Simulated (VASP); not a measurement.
# MgO (P6_3/mmc) in VASP: further runs

MgO is run at these levels: PBE; tasks: single point.

Everything below comes from runs of VASP 6.6.1. Logs are shortened: lines on timing, memory, paths and dates and some standing lists are left out, and cuts for length are marked.

## (1) The cell of the first run

It takes space group P6_3/mmc (No. 194, hexagonal). Conventional cell: a = 3.391 Å, b = 3.391 Å, c = 4.353 Å, α = 90.00°, β = 90.00°, γ = 120.00°. Within 2.6 Å of Mg (site symmetry -6m2) lie 5 O at 1.96 to 2.18 Å. O (site symmetry -6m2) has 5 Mg at 1.96 to 2.18 Å within 2.6 Å.

## (2) Single point, PBE (volume 10.835 Å^3 an atom, c/a of the conventional cell 1.2837)

Contents of INCAR:

```
SYSTEM = MgO
PREC = Accurate
ENCUT = 520
EDIFF = 1E-6
ISMEAR = 0
SIGMA = 0.05
LREAL = .False.
LASPH = .True.
NELM = 80
ALGO = Normal
ISIF = 2
LWAVE = .False.
LCHARG = .False.
GGA = PE
NBANDS = 16
```

Contents of KPOINTS:

```
Automatic mesh
0
Gamma
  9 9 6
  0 0 0
```

Contents of POSCAR:

```
MgO
1.0
    3.3907693179      0.0000000000      0.0000000000
   -1.6953846590      2.9364923676      0.0000000000
    0.0000000000      0.0000000000      4.3527305734
Mg O
2 2
Direct
    0.6666666667      0.3333333333      0.7500000000
    0.3333333333      0.6666666667      0.2500000000
    0.6666666667      0.3333333333      0.2500000000
    0.3333333333      0.6666666667      0.7500000000
```

Potentials or basis: VASP PAW PBE potentials, release 64 (Mg, O).

Started as:

```
> cat potpaw_PBE.64/Mg/POTCAR potpaw_PBE.64/O/POTCAR > POTCAR
> mpirun -np 1 vasp_std > vasp.out
```

OUTCAR:

```text
SYSTEM = MgO
   PREC = Accurate
   ENCUT = 520
   EDIFF = 1E-6
   ISMEAR = 0
   LREAL = .False.
   LASPH = .True.
   NELM = 80
   ISIF = 2
   GGA = PE

 ion  position               nearest neighbor table
   1  0.667  0.333  0.750-   4 1.96   4 1.96   4 1.96   3 2.18   3 2.18   2 2.93   2 2.93   2 2.93
                             2 2.93   2 2.93   2 2.93
   2  0.333  0.667  0.250-   3 1.96   3 1.96   3 1.96   4 2.18   4 2.18   1 2.93   1 2.93   1 2.93
                             1 2.93   1 2.93   1 2.93
   3  0.667  0.333  0.250-   2 1.96   2 1.96   2 1.96   1 2.18   1 2.18
   4  0.333  0.667  0.750-   1 1.96   1 1.96   1 1.96   2 2.18   2 2.18

  LATTYP: Found a hexagonal cell.
 ALAT       =     3.3907693179
 C/A-ratio  =     1.2837000000

  Lattice vectors:

 A1 = (   3.3907693179,   0.0000000000,   0.0000000000)
 A2 = (  -1.6953846590,   2.9364923676,   0.0000000000)
 A3 = (   0.0000000000,   0.0000000000,   4.3527305734)

Analysis of symmetry for initial positions (statically):
=====================================================================
 Subroutine PRICEL returns:
 Original cell was already a primitive cell.

 Routine SETGRP: Setting up the symmetry group for a
 hexagonal supercell.

 Subroutine GETGRP returns: Found 24 space group operations
 (whereof 12 operations were pure point group operations)
 out of a pool of 24 trial point group operations.

The static configuration has the point symmetry D_3d.
 The point group associated with its full space group is D_6h.

Analysis of symmetry for dynamics (positions and initial velocities):
=====================================================================
 Subroutine PRICEL returns:
 Original cell was already a primitive cell.

 Routine SETGRP: Setting up the symmetry group for a
 hexagonal supercell.

 Subroutine GETGRP returns: Found 24 space group operations
 (whereof 12 operations were pure point group operations)
 out of a pool of 24 trial point group operations.

The dynamic configuration has the point symmetry D_3d.
 The point group associated with its full space group is D_6h.

 Subroutine INISYM returns: Found 24 space group operations
 (whereof 12 operations are pure point group operations),
 and found     1 'primitive' translations

----------------------------------------------------------------------------------------

                                     Primitive cell

  volume of cell :      43.3400

  direct lattice vectors                    reciprocal lattice vectors
     3.390769318  0.000000000  0.000000000     0.294918323  0.170271173  0.000000000
    -1.695384659  2.936492368  0.000000000     0.000000000  0.340542346  0.000000000
     0.000000000  0.000000000  4.352730573     0.000000000  0.000000000  0.229740845

  length of vectors
     3.390769318  3.390769318  4.352730573     0.340542346  0.340542346  0.229740845

  position of ions in fractional coordinates (direct lattice)
     0.666666667  0.333333333  0.750000000
     0.333333333  0.666666667  0.250000000
     0.666666667  0.333333333  0.250000000
     0.333333333  0.666666667  0.750000000

  ion indices of the primitive-cell ions
   primitive index   ion index
                 1           1
                 2           2
                 3           3
                 4           4

----------------------------------------------------------------------------------------

 KPOINTS: Automatic mesh

Automatic generation of k-mesh.
 Grid dimensions read from file:
 generate k-points for:    9    9    6

 Generating k-lattice:

  Cartesian coordinates                     Fractional coordinates (reciprocal lattice)
     0.032768703  0.018919019  0.000000000     0.111111111  0.000000000  0.000000000
     0.000000000  0.037838038  0.000000000     0.000000000  0.111111111  0.000000000
     0.000000000  0.000000000  0.038290141     0.000000000  0.000000000  0.166666667

  Length of vectors
     0.037838038  0.037838038  0.038290141

  Shift w.r.t. Gamma in fractional coordinates (k-lattice)
     0.000000000  0.000000000  0.000000000

 Subroutine IBZKPT returns following result:
 ===========================================

 Found     48 irreducible k-points:

 Following reciprocal coordinates:
            Coordinates               Weight
  0.000000  0.000000  0.000000      1.000000
  0.111111  0.000000  0.000000      6.000000
  0.222222  0.000000  0.000000      6.000000
  0.333333  0.000000  0.000000      6.000000
  0.444444  0.000000  0.000000      6.000000
  0.111111  0.111111  0.000000      6.000000
[... 16 lines left out ...]
  0.333333  0.222222  0.166667     24.000000
  0.333333  0.333333  0.166667      4.000000
 [... further k-points ...]
   k-points           NKPTS =     48   k-points in BZ     NKDIM =     48   number of bands    NBANDS=     16
   number of dos      NEDOS =    301   number of ions     NIONS =      4
   total plane-waves  NPLWV =  25088
   dimension x,y,z NGX =    28 NGY =   28 NGZ =   32
   dimension x,y,z NGXF=    56 NGYF=   56 NGZF=   64
   ions per type =               2   2
   NGX,Y,Z   is equivalent  to a cutoff of  13.73, 13.73, 12.22 a.u.
   NGXF,Y,Z  is equivalent  to a cutoff of  27.46, 27.46, 24.44 a.u.
 SYSTEM =  MgO
   PREC   = accura    normal or accurate (medium, high low for compatibility)
   ISTART =      0    job   : 0-new  1-cont  2-samecut
   ICHARG =      2    charge: 1-file 2-atom 10-const
   ISPIN  =      1    spin polarized calculation?
   LNONCOLLINEAR =      F non collinear calculations
   LSORBIT =      F    spin-orbit coupling
   LASPH  =      T    aspherical Exc in radial PAW
   ENCUT  =  520.0 eV  38.22 Ry    6.18 a.u.   6.30  6.30  8.09*2*pi/ulx,y,z
   NELM   =     80;   NELMIN=  2; NELMDL= -5     # of ELM steps
   EDIFF  = 0.1E-05   stopping-criterion for ELM
   LREAL  =      F    real-space projection
   EDIFFG = 0.1E-04   stopping-criterion for IOM
   NSW    =      0    number of steps for IOM
   IBRION =     -1    ionic relax: 0-MD 1-quasi-New 2-CG
   NFREE  =      0    steps in history (QN), initial steepest desc. (CG)
   ISIF   =      2    stress and relaxation
   ISYM   =      2    0-nonsym 1-usesym 2-fastsym
   POTIM  = 0.5000    time-step for ionic-motion
   TEBEG  =    0.0;   TEEND  =   0.0 temperature during run
   PSTRESS=    0.0 pullay stress
   NELECT =      16.0000    total number of electrons
   NUPDOWN=      -1.0000    fix difference up-down
   EMIN   =  10.00;   EMAX   =-10.00  energy-range for DOS
   EFERMI =   0.00;   METHOD = LEGACY
   ISMEAR =     0;   SIGMA  =   0.05  broadening in eV -4-tet -1-fermi 0-gaus
   EFERMI_NEDOS =   21; number of points for ismear=-14 and -15
   IALGO  =     38    algorithm
   IMIX   =      4    mixing-type and parameters
     AMIX     =   0.40;   BMIX     =  1.00
     AMIX_MAG =   1.60;   BMIX_MAG =  1.00
  volume/ion in A,a.u.               =      10.83        73.12
  Fermi-wavevector in a.u.,A,eV,Ry     =   1.174407  2.219307 18.765579  1.379231
  Thomas-Fermi vector in A             =   2.310804
   LORBIT       =      0    0 simple, 1 ext, 2 COOP (PROOUT), +10 PAW based schemes
   GGA     = PE    functional components
   LHFCALC =     F    Hartree Fock is set to
   AEXX    =    0.0000 exact exchange contribution
   IVDW    =     0    specifies the selected vdW correction
   LEPSILON=     F    determine dielectric tensor
   LRPA    =     F    only Hartree local field effects (RPA)
 non-spin polarized calculation
 Gauss-broadening in eV      SIGMA  =   0.05
  energy-cutoff  :      520.00
  volume of cell :       43.34
 maximum number of plane-waves:      1180
 NGX is ok and might be reduce to    28
   NGX = 13   NGY = 13   NGZ = 17

 number of electron      15.9999997 magnetization

 Free energy of the ion-electron system (eV)
  ---------------------------------------------------
  ext. energy  EPLUGINS =         0.00000000
  ---------------------------------------------------
  free energy    TOTEN  =       -23.56832779 eV

  energy without entropy =      -23.56832779  energy(sigma->0) =      -23.56832779

 E-fermi :   2.4428     XC(G=0): -10.1528

 val. band max:        2.1970580388   @ k =   0.0000   0.0000   0.0000
 cond. band min:       5.6390812916   @ k =   0.0000   0.0000   0.0000
 fundamental gap:      3.4420232527
 Fermi energy:         2.4428185293

 k-point     1 :       0.0000    0.0000    0.0000
  band No.  band energies     occupation
      1     -14.8728      2.00000
      2     -13.5600      2.00000
      3      -1.7013      2.00000
      4       0.4591      2.00000
      5       0.4591      2.00000
      6       1.2192      2.00000
[... 8 lines left out ...]
     15      18.0887      0.00000
     16      18.1575      0.00000

 k-point     2 :       0.1111    0.0000    0.0000
  band No.  band energies     occupation
      1     -14.8071      2.00000
      2     -13.5603      2.00000
      3      -1.5944      2.00000
      4       0.2329      2.00000
      5       0.3668      2.00000
      6       0.9030      2.00000
[... 8 lines left out ...]
     15      17.4179      0.00000
     16      17.5102      0.00000

 k-point     3 :       0.2222    0.0000    0.0000
  band No.  band energies     occupation
      1     -14.6268      2.00000
      2     -13.5720      2.00000
      3      -1.2878      2.00000
      4      -0.4126      2.00000
      5       0.1749      2.00000
      6       0.4374      2.00000
[... 8 lines left out ...]
     15      16.3997      0.00000
     16      16.6655      0.00000

 k-point     4 :       0.3333    0.0000    0.0000
  band No.  band energies     occupation
      1     -14.3837      2.00000
      2     -13.6197      2.00000
      3      -1.1026      2.00000
      4      -0.8321      2.00000
      5      -0.0043      2.00000
      6       0.1046      2.00000
[... 8 lines left out ...]
     15      16.4304      0.00000
     16      16.8308      0.00000
[... 324 lines left out ...]
 k-point    22 :       0.2222    0.2222    0.1667
  band No.  band energies     occupation
      1     -14.2094      2.00000
      2     -13.6904      2.00000
      3      -1.1802      2.00000
      4      -1.1046      2.00000
      5      -0.0070      2.00000
      6       0.2436      2.00000
[... 8 lines left out ...]
     15      16.0902      0.00000
     16      18.0546      0.00000

 k-point    23 :       0.3333    0.2222    0.1667
  band No.  band energies     occupation
      1     -14.0259      2.00000
      2     -13.7683      2.00000
      3      -1.4516      2.00000
      4      -0.8316      2.00000
      5      -0.4217      2.00000
      6       0.5167      2.00000
[... 8 lines left out ...]
     15      15.9324      0.00000
     16      18.1816      0.00000

 k-point    24 :       0.3333    0.3333    0.1667
  band No.  band energies     occupation
      1     -13.8788      2.00000
      2     -13.8788      2.00000
      3      -1.3947      2.00000
      4      -0.7127      2.00000
      5      -0.7127      2.00000
      6       0.7134      2.00000
[... 8 lines left out ...]
     15      15.8766      0.00000
     16      19.1287      0.00000

 [... further k-points ...]
[... 5 lines left out ...]
  --------------------------------------------------------------------------------------
  -------------------------------------------------------------------------------------
  Total        2.9470803      2.9470803     -0.2005022     -0.0000000     -0.0000000      0.0000000
  in kB      108.9465919    108.9465919     -7.4120908     -0.0000000     -0.0000000      0.0000000
  external PRESSURE =      70.1603643 kB  Pullay stress =       0.0000000 kB

 VOLUME and BASIS-vectors are now :
 -----------------------------------------------------------------------------
  energy-cutoff  :      520.00
  volume of cell :       43.34
      direct lattice vectors                 reciprocal lattice vectors
     3.390769318  0.000000000  0.000000000     0.294918323  0.170271173  0.000000000
    -1.695384659  2.936492368  0.000000000     0.000000000  0.340542346  0.000000000
     0.000000000  0.000000000  4.352730573     0.000000000  0.000000000  0.229740845

 POSITION                                       TOTAL-FORCE (eV/Angst)
 -----------------------------------------------------------------------------------
      1.69538      0.97883      3.26455         0.000000     -0.000000      0.000000
     -0.00000      1.95766      1.08818        -0.000000      0.000000      0.000000
      1.69538      0.97883      1.08818         0.000000     -0.000000     -0.000000
     -0.00000      1.95766      3.26455        -0.000000      0.000000     -0.000000
 -----------------------------------------------------------------------------------
    total drift:                               -0.000000      0.000000     -0.000000

  FREE ENERGIE OF THE ION-ELECTRON SYSTEM (eV)
  ---------------------------------------------------
  free  energy   TOTEN  =       -23.5683277872 eV

  energy  without entropy=      -23.5683277872  energy(sigma->0) =      -23.56832779
```

Run time: 31 s. Hardware: 1 thread of Intel Xeon Platinum 8259CL at 2.50GHz (Skylake/Cascade Lake), shared host; peak memory 0.18 GiB.

Results:

* Free energy: -23.5683 eV
* Pressure: 7.0 GPa
* Band gap on the k mesh: 3.44 eV, direct

Stress tensor (GPa, compression positive):
```
10.89  0.00  0.00
 0.00 10.89  0.00
 0.00  0.00 -0.74
```

## (3) Single point, PBE (volume 11.199 Å^3 an atom, c/a of the conventional cell 1.1848)

Contents of INCAR:

```
SYSTEM = MgO
PREC     = Accurate       ! precision mode
ENCUT    = 520            ! plane-wave cutoff, eV
EDIFF    = 1E-7           ! SCF threshold, eV
ISMEAR   = 0              ! smearing method
SIGMA    = 0.05           ! smearing width, eV
LREAL    = .FALSE.        ! projectors in reciprocal space
LASPH    = .TRUE.         ! aspherical terms in the spheres
NELM     = 80             ! most SCF steps
ALGO     = Normal         ! electronic algorithm
ISIF     = 2              ! what is computed and relaxed
LWAVE    = .FALSE.        ! write WAVECAR
LCHARG   = .TRUE.         ! write CHGCAR
GGA      = PE             ! functional
LELF     = .TRUE.         ! ELF
LVHAR    = .TRUE.       
NBANDS   = 16             ! bands
```

Contents of KPOINTS:

```
regular mesh
0
G
  9 9 6
  0 0 0
```

Contents of POSCAR:

```
MgO
1.0
    3.5211769716      0.0000000000      0.0000000000
   -1.7605884858      3.0494287086      0.0000000000
    0.0000000000      0.0000000000      4.1718904760
Mg O
2 2
Direct
    0.6666666667      0.3333333333      0.7500000000
    0.3333333333      0.6666666667      0.2500000000
    0.6666666667      0.3333333333      0.2500000000
    0.3333333333      0.6666666667      0.7500000000
```

Potentials or basis: VASP PAW PBE potentials, release 64 (Mg, O).

Started as:

```
> cat potpaw_PBE.64/Mg/POTCAR potpaw_PBE.64/O/POTCAR > POTCAR
> mpirun -np 1 vasp_std > vasp.out
```

It took 37 s on 1 thread of Intel Xeon Platinum 8259CL at 2.50GHz (Skylake/Cascade Lake), shared host; peak memory 0.18 GiB.

The run converged. Its results:

- Free energy: -23.6685 eV
- Pressure: 1.6 GPa
- Band gap on the k mesh: 3.36 eV, direct

Stress tensor (GPa, compression positive):
```
0.72 0.00 0.00
0.00 0.72 0.00
0.00 0.00 3.44
```

Levels at points of the mesh, in eV from the valence-band top:
```csv
k point,band 5,band 6,band 7,band 8,band 9,band 10,band 11,band 12
"(0.00, 0.00, 0.00)",-1.70,-0.75,-0.75,0.00,3.36,9.40,12.24,12.36
"(0.00, 0.00, 0.50)",-1.25,-1.25,-1.25,-1.25,6.40,6.40,12.72,12.72
```
